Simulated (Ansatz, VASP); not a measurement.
# One calculation of Tl, two programs

The input INCAR:

```
SYSTEM = Tl
  PREC = Accurate
  ENCUT = 520
  EDIFF = 1E-6
  ISMEAR = 0
  SIGMA = 0.15
  LREAL = .False.
  LASPH = .True.
  NELM = 100
  ALGO = Fast
  ISIF = 2
  LWAVE = .False.
  LCHARG = .False.
  GGA = PS
  NBANDS = 20
```

KPOINTS

```
regular mesh
0
Gamma
  18 18 10
  0 0 0
```

File POSCAR:

```
Tl
1.0
    3.7324782250      0.0000000000      0.0000000000
   -1.8662391125      3.2324209619      0.0000000000
    0.0000000000      0.0000000000      5.9670000000
Tl
2
Direct
    0.3333333333      0.6666666667      0.2500000000
    0.6666666667      0.3333333333      0.7500000000
```

Input for Ansatz:

```yaml
crystal:
  lattice:
    - [3.732478225, 0.0, 0.0]
    - [-1.8662391125, 3.2324209619, 0.0]
    - [0.0, 0.0, 5.967]
  atoms:
    - { symbol: Tl, position: [0.3333333333, 0.6666666667, 0.25] }
    - { symbol: Tl, position: [0.6666666667, 0.3333333333, 0.75] }
basis:
  ecutwfc: 420
kpoints:
  mp_grid: { grid: [18, 18, 10] }
hamiltonian:
  xc: pbesol
scf:
  occupations: { method: gaussian, width: 0.15 }
output:
  forces: true
  stress: true
  eigenvalues: true
  write_density: true
  write_potential: true
  elf: true
  volumetric_format: npy
```

Change from the starting cell: strain +0.080 along x and y, +0.080 along z, atoms carried along.

Alike in both runs: task single point; functional PBEsol; k mesh 18 × 18 × 10; occupations gaussian, width 0.15 eV; no spin polarisation.

|  | VASP | Ansatz |
| --- | --- | --- |
| version | VASP 6.6.1 | Ansatz 0.2.0 |
| potentials or method | VASP PAW PBE potentials, release 64 (Tl_d), cutoff 520 eV | scalar-relativistic, plane waves, PAW |
| valence electrons in the cell | 26 | 26 |

Ansatz gave:

```
gap on the k mesh at the Fermi level (eV)                     : none
pressure (GPa)                                                : -4.5
traceless stress, the component that is largest in VASP (GPa) : -0.53
```

Question: Estimate VASP's values.

Answer: gap on the k mesh at the Fermi level (eV): none; pressure (GPa): -4.6; traceless stress, the component that is largest in VASP (GPa): -0.53.

VASP's potentials were made for PBE, not for PBEsol. A gap of «none» marks a metal or a gap that the smearing closes. The functional is the same, so the differences come from potentials, cutoffs and numerics.

Neither program's run includes spin-orbit coupling.
